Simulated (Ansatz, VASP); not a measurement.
## One calculation of ZrB, two programs

```xyz
2
Lattice="0.0000 2.4521 2.4521 2.4521 0.0000 2.4521 2.4521 2.4521 0.0000" Properties=species:S:1:pos:R:3 pbc="T T T"
Zr    0.0000    0.0000    0.0000
B     2.4521    2.4521    2.4521
```

Alike in both runs: functional PBE; k mesh 20 × 20 × 20; occupations gaussian, width 0.1 eV; no spin polarisation.

Ansatz relaxed the structure, and its values are those at the end. VASP's run is a single point on that final structure, the one shown.

|  | VASP | Ansatz |
| --- | --- | --- |
| version | VASP 6.6.1 | Ansatz 0.2.0 |
| potentials or method | VASP PAW PBE potentials, release 64 (Zr_sv, B), cutoff 520 eV | scalar-relativistic, plane waves, PAW |
| valence electrons in the cell | 15 | 15 |

VASP gave:

- gap on the k mesh at the Fermi level (eV): none
- pressure (GPa): 0.1

Problem. Which values does Ansatz return?

Solution. gap on the k mesh at the Fermi level (eV): none; pressure (GPa): 0.0.

A gap of «none» marks a metal or a gap that the smearing closes.
